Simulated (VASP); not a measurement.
# PtSe2 (C2/m) in VASP: further runs

Runs on PtSe2. Level: PBE. Tasks: single point.

Everything below comes from runs of VASP 6.6.1. Logs are shortened: lines on timing, memory, paths and dates and some standing lists are left out, and cuts for length are marked.

### 1 The cell of the first run

The structure is monoclinic, space group C2/m (No. 12). Conventional cell: a = 6.837 Å, b = 3.724 Å, c = 5.062 Å, α = 90.00°, β = 90.00°, γ = 90.00°. Pt (site symmetry 2/m) has 6 Se at 2.52 to 2.61 Å within 3.3 Å. Se (site symmetry m) has 3 Pt at 2.52 to 2.61 Å and 6 Se at 3.34 to 3.41 Å within 3.5 Å.

### 2 Single point, PBE (strain +0.0600 x Voigt [0, 1, 0, 0, 0, 0])

The input, INCAR:

```
SYSTEM = PtSe2
PREC     = Accurate       ! precision mode
ENCUT    = 520            ! plane-wave cutoff, eV
EDIFF    = 1E-6           ! SCF threshold, eV
ISMEAR   = 0              ! smearing method
SIGMA    = 0.15           ! smearing width, eV
LREAL    = .False.        ! projectors in reciprocal space
LASPH    = .True.         ! aspherical terms in the spheres
NELM     = 100            ! most SCF steps
ALGO     = Normal         ! electronic algorithm
ISIF     = 2              ! what is computed and relaxed
LWAVE    = .False.        ! write WAVECAR
LCHARG   = .False.        ! write CHGCAR
GGA      = PE             ! functional
NBANDS   = 18             ! bands
```

The input, KPOINTS:

```
Automatic mesh
0
Gamma
  12 12 10
  0 0 0
```

The input, POSCAR:

```
PtSe2
1.0
    3.7240006046      0.0000000000      0.0000000000
   -1.8620003023      3.4185838749      0.0000000000
    0.0000000000      0.0000000000      5.0620000000
Pt Se
1 2
Direct
    0.0000000000      0.0000000000      0.0000000000
    0.3333333333      0.6666666667      0.2500000000
    0.6666666667      0.3333333333      0.7500000000
```

Potentials or basis: VASP PAW PBE potentials, release 64 (Pt, Se).

The run is started by

```bash
cat potpaw_PBE.64/Pt/POTCAR potpaw_PBE.64/Se/POTCAR > POTCAR
mpirun -np 1 vasp_std > vasp.out
```

OUTCAR:

```text
SYSTEM = PtSe2
   PREC = Accurate
   ENCUT = 520
   EDIFF = 1E-6
   ISMEAR = 0
   LREAL = .False.
   LASPH = .True.
   NELM = 100
   ISIF = 2
   GGA = PE

 ion  position               nearest neighbor table
   1  0.000  0.000  0.000-   2 2.52   3 2.52   3 2.52   2 2.52   3 2.61   2 2.61
   2  0.333  0.667  0.250-   1 2.52   1 2.52   1 2.61
   3  0.667  0.333  0.750-   1 2.52   1 2.52   1 2.61

  LATTYP: Found a base centered orthorhombic cell.
 ALAT       =     3.7240006046
 B/A-ratio  =     1.8359738560
 C/A-ratio  =     1.3592908642

  Lattice vectors:

 A1 = (   1.8620003023,  -3.4185838749,   0.0000000000)
 A2 = (   1.8620003023,   3.4185838749,   0.0000000000)
 A3 = (   0.0000000000,   0.0000000000,   5.0620000000)

Analysis of symmetry for initial positions (statically):
=====================================================================
 Subroutine PRICEL returns:
 Original cell was already a primitive cell.

 Routine SETGRP: Setting up the symmetry group for a
 base centered orthorhombic supercell.

 Subroutine GETGRP returns: Found  4 space group operations
 (whereof  4 operations were pure point group operations)
 out of a pool of  8 trial point group operations.

The static configuration has the point symmetry C_2h.

Analysis of symmetry for dynamics (positions and initial velocities):
=====================================================================
 Subroutine PRICEL returns:
 Original cell was already a primitive cell.

 Routine SETGRP: Setting up the symmetry group for a
 base centered orthorhombic supercell.

 Subroutine GETGRP returns: Found  4 space group operations
 (whereof  4 operations were pure point group operations)
 out of a pool of  8 trial point group operations.

The dynamic configuration has the point symmetry C_2h.

 Subroutine INISYM returns: Found  4 space group operations
 (whereof  4 operations are pure point group operations),
 and found     1 'primitive' translations

----------------------------------------------------------------------------------------

                                     Primitive cell

  volume of cell :      64.4434

  direct lattice vectors                    reciprocal lattice vectors
     3.724000605  0.000000000  0.000000000     0.268528420  0.146259392  0.000000000
    -1.862000302  3.418583875  0.000000000     0.000000000  0.292518785  0.000000000
     0.000000000  0.000000000  5.062000000     0.000000000  0.000000000  0.197550375

  length of vectors
     3.724000605  3.892783173  5.062000000     0.305776589  0.292518785  0.197550375

  position of ions in fractional coordinates (direct lattice)
     0.000000000  0.000000000  0.000000000
     0.333333333  0.666666667  0.250000000
     0.666666667  0.333333333  0.750000000

  ion indices of the primitive-cell ions
   primitive index   ion index
                 1           1
                 2           2
                 3           3

----------------------------------------------------------------------------------------

 KPOINTS: Automatic mesh

Automatic generation of k-mesh.
 Grid dimensions read from file:
 generate k-points for:   12   12   10

 Generating k-lattice:

  Cartesian coordinates                     Fractional coordinates (reciprocal lattice)
     0.022377368  0.012188283  0.000000000     0.083333333  0.000000000  0.000000000
     0.000000000  0.024376565  0.000000000     0.000000000  0.083333333  0.000000000
     0.000000000  0.000000000  0.019755038     0.000000000  0.000000000  0.100000000

  Length of vectors
     0.025481382  0.024376565  0.019755038

  Shift w.r.t. Gamma in fractional coordinates (k-lattice)
     0.000000000  0.000000000  0.000000000

 Subroutine IBZKPT returns following result:
 ===========================================

 Found    398 irreducible k-points:

 Following reciprocal coordinates:
            Coordinates               Weight
  0.000000  0.000000  0.000000      1.000000
  0.083333  0.000000  0.000000      4.000000
  0.166667  0.000000  0.000000      4.000000
  0.250000  0.000000  0.000000      4.000000
  0.333333  0.000000  0.000000      4.000000
  0.416667  0.000000  0.000000      4.000000
[... 16 lines left out ...]
  0.333333  0.166667  0.000000      4.000000
  0.416667  0.166667  0.000000      4.000000
 [... further k-points ...]
   k-points           NKPTS =    398   k-points in BZ     NKDIM =    398   number of bands    NBANDS=     18
   number of dos      NEDOS =    301   number of ions     NIONS =      3
   total plane-waves  NPLWV =  33600
   dimension x,y,z NGX =    28 NGY =   30 NGZ =   40
   dimension x,y,z NGXF=    56 NGYF=   60 NGZF=   80
   ions per type =               1   2
   NGX,Y,Z   is equivalent  to a cutoff of  12.50, 12.81, 13.14 a.u.
   NGXF,Y,Z  is equivalent  to a cutoff of  25.00, 25.62, 26.27 a.u.
 SYSTEM =  PtSe2
   PREC   = accura    normal or accurate (medium, high low for compatibility)
   ISTART =      0    job   : 0-new  1-cont  2-samecut
   ICHARG =      2    charge: 1-file 2-atom 10-const
   ISPIN  =      1    spin polarized calculation?
   LNONCOLLINEAR =      F non collinear calculations
   LSORBIT =      F    spin-orbit coupling
   LASPH  =      T    aspherical Exc in radial PAW
   ENCUT  =  520.0 eV  38.22 Ry    6.18 a.u.   6.92  7.24  9.41*2*pi/ulx,y,z
   NELM   =    100;   NELMIN=  2; NELMDL= -5     # of ELM steps
   EDIFF  = 0.1E-05   stopping-criterion for ELM
   LREAL  =      F    real-space projection
   EDIFFG = 0.1E-04   stopping-criterion for IOM
   NSW    =      0    number of steps for IOM
   IBRION =     -1    ionic relax: 0-MD 1-quasi-New 2-CG
   NFREE  =      0    steps in history (QN), initial steepest desc. (CG)
   ISIF   =      2    stress and relaxation
   ISYM   =      2    0-nonsym 1-usesym 2-fastsym
   POTIM  = 0.5000    time-step for ionic-motion
   TEBEG  =    0.0;   TEEND  =   0.0 temperature during run
   PSTRESS=    0.0 pullay stress
   NELECT =      22.0000    total number of electrons
   NUPDOWN=      -1.0000    fix difference up-down
   EMIN   =  10.00;   EMAX   =-10.00  energy-range for DOS
   EFERMI =   0.00;   METHOD = LEGACY
   ISMEAR =     0;   SIGMA  =   0.15  broadening in eV -4-tet -1-fermi 0-gaus
   EFERMI_NEDOS =   21; number of points for ismear=-14 and -15
   IALGO  =     38    algorithm
   IMIX   =      4    mixing-type and parameters
     AMIX     =   0.40;   BMIX     =  1.00
     AMIX_MAG =   1.60;   BMIX_MAG =  1.00
  volume/ion in A,a.u.               =      21.48       144.96
  Fermi-wavevector in a.u.,A,eV,Ry     =   1.144168  2.162163 17.811655  1.309120
  Thomas-Fermi vector in A             =   2.280861
   LORBIT       =      0    0 simple, 1 ext, 2 COOP (PROOUT), +10 PAW based schemes
   GGA     = PE    functional components
   LHFCALC =     F    Hartree Fock is set to
   AEXX    =    0.0000 exact exchange contribution
   IVDW    =     0    specifies the selected vdW correction
   LEPSILON=     F    determine dielectric tensor
   LRPA    =     F    only Hartree local field effects (RPA)
 non-spin polarized calculation
 Gauss-broadening in eV      SIGMA  =   0.15
  energy-cutoff  :      520.00
  volume of cell :       64.44
 maximum number of plane-waves:      1760
   NGX = 13   NGY = 15   NGZ = 19

 number of electron      22.0000001 magnetization

 Free energy of the ion-electron system (eV)
  ---------------------------------------------------
  ext. energy  EPLUGINS =         0.00000000
  ---------------------------------------------------
  free energy    TOTEN  =       -14.21256161 eV

  energy without entropy =      -14.20460197  energy(sigma->0) =      -14.20858179

 E-fermi :   5.7003     XC(G=0): -10.3598

 val. band max:        5.6981846319   @ k =   0.4167   0.2500   0.1000
 cond. band min:       5.7102305268   @ k =   0.2500   0.3333   0.1000
 fundamental gap:      0.0120458949
 Fermi energy:         5.7003278110

 k-point     1 :       0.0000    0.0000    0.0000
  band No.  band energies     occupation
      1      -9.4649      2.00000
      2      -6.8828      2.00000
      3      -0.8824      2.00000
      4      -0.3145      2.00000
      5      -0.2628      2.00000
      6       1.9947      2.00000
[... 10 lines left out ...]
     17      13.4167      0.00000
     18      16.9158      0.00000

 k-point     2 :       0.0833    0.0000    0.0000
  band No.  band energies     occupation
      1      -9.3926      2.00000
      2      -6.9162      2.00000
      3      -0.7921      2.00000
      4      -0.2589      2.00000
      5      -0.2119      2.00000
      6       1.9268      2.00000
[... 10 lines left out ...]
     17      13.1999      0.00000
     18      16.1517      0.00000

 k-point     3 :       0.1667    0.0000    0.0000
  band No.  band energies     occupation
      1      -9.1834      2.00000
      2      -7.0087      2.00000
      3      -0.5368      2.00000
      4      -0.1149      2.00000
      5      -0.0465      2.00000
      6       1.6143      2.00000
[... 10 lines left out ...]
     17      13.5680      0.00000
     18      14.8864      0.00000

 k-point     4 :       0.2500    0.0000    0.0000
  band No.  band energies     occupation
      1      -8.8620      2.00000
      2      -7.1428      2.00000
      3      -0.2061      2.00000
      4       0.0769      2.00000
      5       0.2526      2.00000
      6       0.8951      2.00000
[... 10 lines left out ...]
     17      13.7167      0.00000
     18      14.1061      0.00000

 k-point     5 :       0.3333    0.0000    0.0000
  band No.  band energies     occupation
      1      -8.4734      2.00000
      2      -7.3035      2.00000
      3      -0.3250      2.00000
      4       0.2525      2.00000
      5       0.4962      2.00000
      6       0.8110      2.00000
[... 10 lines left out ...]
     17      13.3880      0.00000
     18      14.3209      0.00000

 k-point     6 :       0.4167    0.0000    0.0000
  band No.  band energies     occupation
      1      -8.0837      2.00000
      2      -7.4926      2.00000
      3      -0.8776      2.00000
      4       0.3646      2.00000
      5       0.7489      2.00000
      6       1.4559      2.00000
[... 10 lines left out ...]
     17      13.0331      0.00000
     18      15.5273      0.00000

 k-point     7 :       0.5000    0.0000    0.0000
  band No.  band energies     occupation
      1      -7.8030      2.00000
      2      -7.6908      2.00000
      3      -1.1052      2.00000
      4       0.3971      2.00000
      5       0.8926      2.00000
      6       1.8932      2.00000
[... 10 lines left out ...]
     17      12.8771      0.00000
     18      16.6350      0.00000

 k-point     8 :       0.0000    0.0833    0.0000
  band No.  band energies     occupation
      1      -9.4013      2.00000
      2      -6.9151      2.00000
      3      -0.8066      2.00000
      4      -0.2547      2.00000
      5      -0.2205      2.00000
      6       1.9068      2.00000
[... 10 lines left out ...]
     17      13.6202      0.00000
     18      15.8173      0.00000
[... 229 lines left out ...]
     17      14.1159      0.00000
     18      14.6937      0.00000

 k-point    20 :       0.0833    0.1667    0.0000
  band No.  band energies     occupation
      1      -9.0348      2.00000
      2      -7.0885      2.00000
      3      -0.3969      2.00000
      4       0.0026      2.00000
      5       0.0844      2.00000
      6       1.2898      2.00000
[... 10 lines left out ...]
     17      14.0623      0.00000
     18      14.4388      0.00000

 k-point    21 :       0.1667    0.1667    0.0000
  band No.  band energies     occupation
      1      -8.7465      2.00000
      2      -7.2014      2.00000
      3      -0.1186      2.00000
      4       0.1484      2.00000
      5       0.2798      2.00000
      6       0.8758      2.00000
[... 10 lines left out ...]
     17      13.5124      0.00000
     18      14.5261      0.00000

 k-point    22 :       0.2500    0.1667    0.0000
  band No.  band energies     occupation
      1      -8.3973      2.00000
      2      -7.3278      2.00000
      3      -0.1306      2.00000
      4       0.0662      2.00000
      5       0.5000      2.00000
      6       0.7628      2.00000
[... 10 lines left out ...]
     17      13.6635      0.00000
     18      14.9399      0.00000

 k-point    23 :       0.3333    0.1667    0.0000
  band No.  band energies     occupation
      1      -8.0520      2.00000
      2      -7.4676      2.00000
      3      -0.7109      2.00000
      4       0.1490      2.00000
      5       0.7653      2.00000
      6       1.0028      2.00000
[... 10 lines left out ...]
     17      14.7913      0.00000
     18      14.9337      0.00000

 k-point    24 :       0.4167    0.1667    0.0000
  band No.  band energies     occupation
      1      -7.7832      2.00000
      2      -7.6376      2.00000
      3      -0.9737      2.00000
      4       0.2184      2.00000
      5       0.8608      2.00000
      6       1.1058      2.00000
[... 10 lines left out ...]
     17      14.7439      0.00000
     18      15.4255      0.00000

 [... further k-points ...]
[... 5 lines left out ...]
  --------------------------------------------------------------------------------------
  -------------------------------------------------------------------------------------
  Total        0.8806213     -2.0154253      0.3073221      0.0000000     -0.7146612      0.0000000
  in kB       21.8938258    -50.1070885      7.6405789      0.0000000    -17.7677587      0.0000000
  external PRESSURE =      -6.8575612 kB  Pullay stress =       0.0000000 kB

 VOLUME and BASIS-vectors are now :
 -----------------------------------------------------------------------------
  energy-cutoff  :      520.00
  volume of cell :       64.44
      direct lattice vectors                 reciprocal lattice vectors
     3.724000605  0.000000000  0.000000000     0.268528420  0.146259392  0.000000000
    -1.862000302  3.418583875  0.000000000     0.000000000  0.292518785  0.000000000
     0.000000000  0.000000000  5.062000000     0.000000000  0.000000000  0.197550375

 POSITION                                       TOTAL-FORCE (eV/Angst)
 -----------------------------------------------------------------------------------
      0.00000      0.00000      0.00000         0.000000      0.000000      0.000000
     -0.00000      2.27906      1.26550        -0.000000     -0.174910     -0.019257
      1.86200      1.13953      3.79650        -0.000000      0.174910      0.019257
 -----------------------------------------------------------------------------------
    total drift:                               -0.000000     -0.000000     -0.000000

  FREE ENERGIE OF THE ION-ELECTRON SYSTEM (eV)
  ---------------------------------------------------
  free  energy   TOTEN  =       -14.2125616124 eV

  energy  without entropy=      -14.2046019656  energy(sigma->0) =      -14.20858179
```

It took 5.1 min on 1 thread of Intel Xeon Platinum 8259CL at 2.50GHz (Skylake/Cascade Lake), shared host; peak memory 0.54 GiB.

Results:

```
Free energy            : -14.2126 eV
Pressure               : -0.7 GPa
Largest force          : 0.176 eV/Å
Band gap on the k mesh : zero (bands 11 and 12 overlap by 0.57 eV)
```

Forces on the atoms (eV/Å):
```
Pt   0.000  0.000  0.000
Se   0.000 -0.175 -0.019
Se   0.000  0.175  0.019
```

Stress tensor (GPa, compression positive):
```
 2.19  0.00  0.00
 0.00 -5.01 -1.78
 0.00 -1.78  0.76
```

Levels at points of the mesh, in eV from the Fermi level:
| k point | band 9 | band 10 | band 11 | band 12 | band 13 | band 14 |
| --- | --- | --- | --- | --- | --- | --- |
| (0.00, 0.00, 0.00) | -1.14 | -0.88 | 0.48 | 1.22 | 1.43 | 3.68 |
| (0.50, 0.00, 0.00) | -3.21 | -3.10 | -2.73 | 0.69 | 2.18 | 4.44 |
| (0.00, 0.50, 0.00) | -3.17 | -3.05 | -2.77 | 0.51 | 2.35 | 4.98 |
| (0.00, 0.00, 0.50) | -1.67 | -1.54 | -1.31 | 2.01 | 2.23 | 4.84 |
| (0.50, 0.00, 0.50) | -2.86 | -2.80 | -1.19 | 0.84 | 1.36 | 4.49 |
| (0.00, 0.50, 0.50) | -3.08 | -2.37 | -1.09 | 1.11 | 1.22 | 4.63 |

Caveat: the cell differs from its parent crystal (strain +0.0600 x Voigt [0, 1, 0, 0, 0, 0]); spin-orbit coupling is left out, which moves the levels of the heavy elements.

### 3 Single point, PBE (strain +0.0525 x Voigt [0, 1, 0, 0, 0, 0])

The input, INCAR:

```
PREC     = Accurate       # precision mode
ENCUT    = 520            # plane-wave cutoff, eV
EDIFF    = 1E-6           # SCF threshold, eV
ISMEAR   = 0              # smearing method
SIGMA    = 0.15           # smearing width, eV
LREAL    = False          # projectors in reciprocal space
LASPH    = True           # aspherical terms in the spheres
NELM     = 60             # most SCF steps
ALGO     = Normal         # electronic algorithm
ISIF     = 2              # what is computed and relaxed
LWAVE    = False          # write WAVECAR
LCHARG   = False          # write CHGCAR
GGA      = PE             # functional
NBANDS   = 18             # bands
```

The input, KPOINTS:

```
Automatic mesh
0
Gamma
  12 12 10
```

Changes to POSCAR since step 2:

```diff
@@ -3,3 +3,3 @@
     3.7240006046      0.0000000000      0.0000000000
-   -1.8620003023      3.4185838749      0.0000000000
+   -1.8620003023      3.3943957815      0.0000000000
     0.0000000000      0.0000000000      5.0620000000
```

Potentials or basis: VASP PAW PBE potentials, release 64 (Pt, Se).

The run is started by

```bash
cat potpaw_PBE.64/Pt/POTCAR potpaw_PBE.64/Se/POTCAR > POTCAR
mpirun -np 1 vasp_std > vasp.out
```

It took 7.3 min on 1 thread of Intel Xeon 8259CL, shared host; peak memory 0.54 GiB.

Results (log left out):

```
Free energy            : -14.2249 eV
Pressure               : 0.1 GPa
Largest force          : 0.175 eV/Å
Band gap on the k mesh : zero (bands 11 and 12 overlap by 0.55 eV)
```

Forces in eV/Å, atoms in the order of the input:
```
Pt   0.000  0.000  0.000
Se   0.000 -0.170  0.043
Se   0.000  0.170 -0.043
```

Stress tensor (GPa, compression positive):
```
 2.82  0.00  0.00
 0.00 -3.69 -1.68
 0.00 -1.68  1.29
```

Levels at points of the mesh, in eV from the Fermi level:
```
           k point  band 7  band 8  band 9  band 10  band 11  band 12  band 13  band 14  band 15  band 16
(0.00, 0.00, 0.00)   -3.59   -2.33   -1.14    -0.91     0.47     1.25     1.43     3.66     3.84     6.88
(0.50, 0.00, 0.00)   -3.53   -3.30   -3.28    -3.15    -2.77     0.68     2.19     4.48     5.77     7.14
(0.00, 0.50, 0.00)   -3.48   -3.23   -3.20    -3.11    -2.80     0.52     2.35     4.95     6.29     7.32
(0.00, 0.00, 0.50)   -3.61   -2.71   -1.68    -1.55    -1.34     2.05     2.23     4.84     5.95     6.36
(0.50, 0.00, 0.50)   -3.30   -3.20   -2.91    -2.82    -1.22     0.85     1.37     4.49     4.92     7.54
(0.00, 0.50, 0.50)   -3.25   -3.23   -3.11    -2.43    -1.13     1.09     1.25     4.62     5.08     7.44
```

Caveat: the cell differs from its parent crystal (strain +0.0525 x Voigt [0, 1, 0, 0, 0, 0]); spin-orbit coupling is left out, which moves the levels of the heavy elements.
